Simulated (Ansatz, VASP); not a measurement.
AlGa3N4 in VASP and in Ansatz

Contents of INCAR:

```
SYSTEM = AlGa3N4
PREC = Accurate
ENCUT = 1330
EDIFF = 1E-6
ISMEAR = 0
SIGMA = 0.05
LREAL = .FALSE.
LASPH = .TRUE.
NELM = 120
ALGO = Normal
ISIF = 2
LWAVE = .FALSE.
LCHARG = .FALSE.
NBANDS = 41
GGA_COMPAT = .FALSE.
```

KPOINTS

```
regular mesh
0
G
  6 6 6
  0 0 0
```

File POSCAR:

```
AlGa3N4
1.0
    4.3710325032      0.1345780369      0.1345780369
    0.1345780369      4.3710325032      0.1345780369
    0.1345780369      0.1345780369      4.3710325032
Al Ga N
1 3 4
Direct
    0.0000000000      0.0000000000      0.0000000000
    0.5000000000      0.5000000000      0.0000000000
    0.5000000000      0.0000000000      0.5000000000
    0.0000000000      0.5000000000      0.5000000000
    0.7548078379      0.7548078379      0.2451921621
    0.7548078379      0.2451921621      0.7548078379
    0.2451921621      0.7548078379      0.7548078379
    0.2451921621      0.2451921621      0.2451921621
```

Input for Ansatz:

```yaml
crystal:
  lattice:
    - [4.3710325032, 0.1345780369, 0.1345780369]
    - [0.1345780369, 4.3710325032, 0.1345780369]
    - [0.1345780369, 0.1345780369, 4.3710325032]
  atoms:
    - { symbol: Al, position: [0.0, 0.0, 0.0] }
    - { symbol: Ga, position: [0.5, 0.5, 0.0] }
    - { symbol: Ga, position: [0.5, 0.0, 0.5] }
    - { symbol: Ga, position: [0.0, 0.5, 0.5] }
    - { symbol: "N", position: [0.7548078379, 0.7548078379, 0.2451921621] }
    - { symbol: "N", position: [0.7548078379, 0.2451921621, 0.7548078379] }
    - { symbol: "N", position: [0.2451921621, 0.7548078379, 0.7548078379] }
    - { symbol: "N", position: [0.2451921621, 0.2451921621, 0.2451921621] }
basis:
  ecutwfc: 520.0
kpoints:
  mp_grid: { grid: [6, 6, 6] }
hamiltonian:
  xc: lda
  pseudopotentials: { kind: paw, azcp: { folder: soft_1 } }
scf:
  occupations: { method: gaussian, width: 0.05 }
output:
  forces: true
  stress: true
  eigenvalues: true
```

Alike in both runs: task single point; functional LDA; k mesh 6 × 6 × 6; occupations gaussian, width 0.05 eV; no spin polarisation.

|  | VASP | Ansatz |
| --- | --- | --- |
| version | VASP 6.6.1 | Ansatz 0.2.0 |
| potentials or method | VASP PAW LDA potentials, release 64 (Al, Ga_d, N_h), cutoff 1330 eV | scalar-relativistic, plane waves, PAW |
| valence electrons in the cell | 62 | 62 |

|  | VASP | Ansatz | Ansatz less VASP |
| --- | --- | --- | --- |
| gap on the k mesh at the Fermi level (eV) | 2.42 | 2.41 | -0.005 |
| least direct gap on the mesh (eV) | 2.42 | 2.41 | -0.005 |
| pressure (GPa) | 12.7 | 11.6 | -1.13 |
| traceless stress, the component that is largest in VASP (GPa) | -13.62 | -13.43 | +0.187 |
| rms of the force components (eV/Å) | 0.520 | 0.498 | -0.0228 |

Ansatz warns that its potentials were made for another functional, while VASP's fit it. LDA's correlation is that of Perdew and Zunger in VASP and of Perdew and Wang (1992) in Ansatz. Atom by atom the forces differ by 0.025 eV/Å (rms over components).
